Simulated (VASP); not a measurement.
# GaAs (F-43m) in VASP: notebook, part 2 of 2

VASP 6.6.1. Earlier steps stand in the parts before.

## 4. Single point, PBE-based screened hybrid with 25 % exact exchange

This run uses another cell than the first one, of 22.14 Å³/atom.

Input file POSCAR:

```
GaAs
1.0
    0.0000000000      2.8078772807      2.8078772807
    2.8078772807      0.0000000000      2.8078772807
    2.8078772807      2.8078772807      0.0000000000
As Ga
1 1
Direct
    0.7500000000      0.7500000000      0.7500000000
    0.0000000000      0.0000000000      0.0000000000
```

Input file INCAR.step1:

```
SYSTEM = GaAs
ALGO = Normal
EDIFF = 1E-5
ENCUT = 520
GGA = PE
ISIF = 2
ISMEAR = -1
LASPH = .True.
LCHARG = .False.
LREAL = .False.
LWAVE = .True.
NBANDS = 16
NELM = 60
PREC = Accurate
SIGMA = 0.05
```

Input file INCAR.step2:

```
SYSTEM = GaAs
AEXX = 0.25
ALGO = Normal
EDIFF = 1E-6
ENCUT = 520
GGA = PE
HFSCREEN = 0.3
ISIF = 2
ISMEAR = -1
ISTART = 1
LASPH = .True.
LCHARG = .False.
LHFCALC = .True.
LREAL = .False.
LWAVE = .False.
NBANDS = 16
NELM = 60
PREC = Accurate
PRECFOCK = Normal
SIGMA = 0.05
```

Input file KPOINTS:

```
k-points
0
Gamma
  4 4 4
  0 0 0
```

Potentials or basis: VASP PAW PBE potentials, release 64 (As, Ga_d).

Started as:

```console
$ cat potpaw_PBE.64/As/POTCAR potpaw_PBE.64/Ga_d/POTCAR > POTCAR
$ cp INCAR.step1 INCAR
$ mpirun -np 1 vasp_std > vasp.out
$ cp INCAR.step2 INCAR
$ mpirun -np 1 vasp_std > vasp.out
```

OUTCAR:

```text
SYSTEM = GaAs
   AEXX = 0.25
   EDIFF = 1E-6
   ENCUT = 520
   GGA = PE
   HFSCREEN = 0.3
   ISIF = 2
   ISMEAR = -1
   ISTART = 1
   LASPH = .True.
   LHFCALC = .True.
   LREAL = .False.
   NELM = 60
   PREC = Accurate
   PRECFOCK = Normal

 ion  position               nearest neighbor table
   1  0.750  0.750  0.750-   2 2.43   2 2.43   2 2.43   2 2.43
   2  0.000  0.000  0.000-   1 2.43   1 2.43   1 2.43   1 2.43

  LATTYP: Found a face centered cubic cell.
 ALAT       =     5.6157545614

  Lattice vectors:

 A1 = (   0.0000000000,   2.8078772807,   2.8078772807)
 A2 = (   2.8078772807,   0.0000000000,   2.8078772807)
 A3 = (   2.8078772807,   2.8078772807,   0.0000000000)

Analysis of symmetry for initial positions (statically):
=====================================================================
 Subroutine PRICEL returns:
 Original cell was already a primitive cell.

 Routine SETGRP: Setting up the symmetry group for a
 face centered cubic supercell.

 Subroutine GETGRP returns: Found 24 space group operations
 (whereof 24 operations were pure point group operations)
 out of a pool of 48 trial point group operations.

The static configuration has the point symmetry T_d .

Analysis of symmetry for dynamics (positions and initial velocities):
=====================================================================
 Subroutine PRICEL returns:
 Original cell was already a primitive cell.

 Routine SETGRP: Setting up the symmetry group for a
 face centered cubic supercell.

 Subroutine GETGRP returns: Found 24 space group operations
 (whereof 24 operations were pure point group operations)
[... 105 lines left out ...]
     AMIX_MAG =   1.60;   BMIX_MAG =  1.00
  volume/ion in A,a.u.               =      22.14       149.39
  Fermi-wavevector in a.u.,A,eV,Ry     =   1.212767  2.291798 20.011517  1.470805
  Thomas-Fermi vector in A             =   2.348241
   LORBIT       =      0    0 simple, 1 ext, 2 COOP (PROOUT), +10 PAW based schemes
   GGA     = PE    functional components
   LHFCALC =     T    Hartree Fock is set to
   PRECFOCK=normal    Normal, Fast or Accurate (Low or Medium for compatibility)
   ENCUT4O =  -1.0   cutoff for four orbital integrals eV
   NKREDX  =     1    reduce k-point grid by
   NKREDY  =     1    reduce k-point grid by
   NKREDZ  =     1    reduce k-point grid by
   AEXX    =    0.2500 exact exchange contribution
   HFSCREEN=    0.3000 screening length (either q_TF or 0.3 A-1)
   HFSCREENC=   0.3000 screening length for correlation (either q_TF or 0.3 A-1)
   ENCUTFOCK=  -1.0 apply spherical cutoff to Coloumb kernel
   IVDW    =     0    specifies the selected vdW correction
   LEPSILON=     F    determine dielectric tensor
   LRPA    =     F    only Hartree local field effects (RPA)
 non-spin polarized calculation
  energy-cutoff  :      520.00
  volume of cell :       44.28
 maximum number of plane-waves:      1243
 NGX is ok and might be reduce to    30
  NGX = 24; NGY = 24; NGZ = 24

 number of electron      18.0000010 magnetization

 Free energy of the ion-electron system (eV)
  ---------------------------------------------------
  ext. energy  EPLUGINS =         0.00000000
  ---------------------------------------------------
  free energy    TOTEN  =        -9.39452679 eV

  energy without entropy =       -9.39452675  energy(sigma->0) =       -9.39452677

 E-fermi :   4.5622     XC(G=0):  -8.1581

 val. band max:        3.8037547590   @ k =   0.0000   0.0000   0.0000
 cond. band min:       5.2677569388   @ k =   0.0000   0.0000   0.0000
 fundamental gap:      1.4640021798
 Fermi energy:         4.5622381012

 k-point     1 :       0.0000    0.0000    0.0000
  band No.  band energies     occupation
      1     -13.5101      2.00000
      2     -13.5101      2.00000
      3     -13.5101      2.00000
      4     -13.4249      2.00000
      5     -13.4249      2.00000
      6     -10.1756      2.00000
[... 129 lines left out ...]
      3     -13.4659      2.00000
      4     -13.4361      2.00000
      5     -13.4210      2.00000
      6      -7.2873      2.00000
[... 8 lines left out ...]
     15      17.1724      0.00000
     16      18.2282      0.00000

------------------------ aborting loop because EDIFF is reached ----------------------------------------

  FORCE on cell =-STRESS in cart. coord.  units (eV):
  Direction    XX          YY          ZZ          XY          YZ          ZX
  --------------------------------------------------------------------------------------
  -------------------------------------------------------------------------------------
  Total        0.8975316      0.8975316      0.8975316     -0.0000000     -0.0000000      0.0000000
  in kB       32.4785003     32.4785003     32.4785003     -0.0000000     -0.0000000      0.0000000
  external PRESSURE =      32.4785003 kB  Pullay stress =       0.0000000 kB

 VOLUME and BASIS-vectors are now :
 -----------------------------------------------------------------------------
  energy-cutoff  :      520.00
  volume of cell :       44.28
      direct lattice vectors                 reciprocal lattice vectors
     0.000000000  2.807877281  2.807877281    -0.178070460  0.178070460  0.178070460
     2.807877281  0.000000000  2.807877281     0.178070460 -0.178070460  0.178070460
     2.807877281  2.807877281  0.000000000     0.178070460  0.178070460 -0.178070460

 POSITION                                       TOTAL-FORCE (eV/Angst)
 -----------------------------------------------------------------------------------
      4.21182      4.21182      4.21182         0.000000      0.000000     -0.000000
      0.00000      0.00000      0.00000        -0.000000     -0.000000      0.000000
 -----------------------------------------------------------------------------------
    total drift:                                0.000066      0.000075      0.000055

  FREE ENERGIE OF THE ION-ELECTRON SYSTEM (eV)
  ---------------------------------------------------
  free  energy   TOTEN  =        -9.3945267862 eV

  energy  without entropy=       -9.3945267482  energy(sigma->0) =       -9.39452677
```

OUTCAR.step1:

```text
SYSTEM = GaAs
   EDIFF = 1E-5
   ENCUT = 520
   GGA = PE
   ISIF = 2
   ISMEAR = -1
   LASPH = .True.
[... 354 lines left out ...]
      4.21182      4.21182      4.21182         0.000000      0.000000     -0.000000
      0.00000      0.00000      0.00000        -0.000000     -0.000000      0.000000
 -----------------------------------------------------------------------------------
    total drift:                               -0.000001     -0.000001     -0.000002

  FREE ENERGIE OF THE ION-ELECTRON SYSTEM (eV)
  ---------------------------------------------------
  free  energy   TOTEN  =        -8.0475155112 eV

  energy  without entropy=       -8.0474611879  energy(sigma->0) =       -8.04748835
```

OSZICAR.step1:

```text
N       E                     dE             d eps       ncg     rms          rms(c)
DAV:   1     0.850942597742E+02    0.85094E+02   -0.92500E+03   272   0.157E+03
DAV:   2    -0.172010844425E+01   -0.86814E+02   -0.83023E+02   296   0.310E+02
DAV:   3    -0.813712762850E+01   -0.64170E+01   -0.63956E+01   312   0.640E+01
DAV:   4    -0.823583732953E+01   -0.98710E-01   -0.98698E-01   304   0.916E+00
DAV:   5    -0.823724243462E+01   -0.14051E-02   -0.14051E-02   320   0.986E-01    0.304E+00
DAV:   6    -0.806937530152E+01    0.16787E+00   -0.23774E-01   368   0.846E+00    0.184E+00
DAV:   7    -0.804534633477E+01    0.24029E-01   -0.80400E-02   352   0.200E+00    0.589E-01
DAV:   8    -0.804681060163E+01   -0.14643E-02   -0.12568E-02   288   0.128E+00    0.128E-01
DAV:   9    -0.804735482559E+01   -0.54422E-03   -0.11849E-03   296   0.413E-01    0.515E-02
DAV:  10    -0.804744936610E+01   -0.94541E-04   -0.97428E-05   336   0.106E-01    0.290E-02
DAV:  11    -0.804751541636E+01   -0.66050E-04   -0.91316E-05   272   0.749E-02    0.347E-03
DAV:  12    -0.804751551116E+01   -0.94798E-07   -0.15557E-06   256   0.173E-02
   1 F= -.80475155E+01 E0= -.80474883E+01  d E =-.543232E-04
```

Run time: 8.1 min. Hardware: 1 thread of AMD EPYC 7R43 (Zen 3), shared host; peak memory 0.24 GiB.

What came out:

- Free energy: -9.3945 eV
- Pressure: 3.2 GPa
- Band gap on the k mesh: 1.46 eV

Levels at points of the mesh, in eV from the valence-band top:
```csv
k point,band 5,band 6,band 7,band 8,band 9,band 10,band 11,band 12,band 13,band 14
"(0.00, 0.00, 0.00)",-17.23,-13.98,0.00,0.00,0.00,1.46,4.37,4.37,4.37,8.47
"(0.50, 0.00, 0.00)",-17.23,-12.00,-7.21,-1.24,-1.24,1.69,5.28,5.28,8.49,11.55
"(0.50, 0.50, 0.00)",-17.22,-11.15,-7.38,-2.93,-2.93,1.89,2.18,11.45,11.45,12.24
```

Caveat: the k points lie up to 0.48 Å⁻¹ apart; the PAW data sets were made with another functional, which shifts forces and pressure a little. A k mesh can miss the band edges.

## 5. Summary

| cell | gap on the mesh (eV) | pressure (GPa) |
| --- | --- | --- |
| a = 3.916 Å, angles 60.0°, 2 atoms | 1.81 | 7.2 |
| a = 3.944 Å, angles 60.0°, 2 atoms | 1.64 | 5.1 |
| a = 3.971 Å, angles 60.0°, 2 atoms | 1.46 | 3.2 |

Alike in all rows: task single point; level PBE-based screened hybrid with 25 % exact exchange; potentials or basis VASP PAW PBE potentials, release 64 (As, Ga_d); no spin polarisation; k mesh 4 × 4 × 4; cutoff (eV) 520; smearing fermi-dirac 0.05 eV.

Caveats: all runs use coarse meshes; the PAW data sets were made with another functional, which shifts forces and pressure a little.

Total energies depend on the potentials used, so only differences within one code and one set of settings carry meaning.
